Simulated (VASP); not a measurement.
Input of a VASP 6.6.1 run:

The input INCAR:

```
PREC = Accurate
ENCUT = 520
EDIFF = 1E-7
ISMEAR = 0
SIGMA = 0.1
LREAL = F
LASPH = T
NELM = 100
ALGO = Normal
ISIF = 2
LWAVE = F
LCHARG = T
GGA = PE
IVDW = 12
LELF = T
LVHAR = T
NBANDS = 66
```

KPOINTS

```
regular mesh
0
Gamma
  6 4 2
```

Contents of POSCAR:

```
Hg3Se2S
1.0
    1.9917705564      3.4498477979      0.0000000000
   -6.0048924998      3.4669263039      0.0036295257
   -0.0041617398      0.0024027816      9.8215444250
Hg S Se
6 2 4
Direct
    0.1754028684      0.8327650730      0.3319596144
    0.6776520940      0.3191077170      0.3262919737
    0.1754028684      0.1672349270      0.6680403856
    0.6776520940      0.6808922830      0.6737080263
    0.6508549355      0.0000000000      0.0000000000
    0.1526806140      0.5000000000      0.0000000000
    0.1414115869      0.8611864136      0.8330834112
    0.1414115869      0.1388135864      0.1669165888
    0.6496531006      0.3520025896      0.8368341348
    0.6496531006      0.6479974104      0.1631658652
    0.6952001058      0.0000000000      0.5000000000
    0.2130250448      0.5000000000      0.5000000000
```

Potentials or basis: VASP PAW PBE potentials, release 64 (Hg, S, Se).

Launch:

```bash
$ cat potpaw_PBE.64/Hg/POTCAR potpaw_PBE.64/S/POTCAR potpaw_PBE.64/Se/POTCAR > POTCAR
$ mpirun -np 1 vasp_std > vasp.out
```

(1) Estimate the band gap on the k mesh.

(2) Estimate the pressure.

(3) Predict the dispersion energy per atom.

## Answers

(1) zero (bands 54 and 55 overlap by 0.78 eV).

(2) 0.3 GPa.

(3) -0.405 eV.

Caveat: semilocal functionals underestimate gaps, so a narrow gap can read as zero; spin-orbit coupling is left out, which moves the levels of the heavy elements.
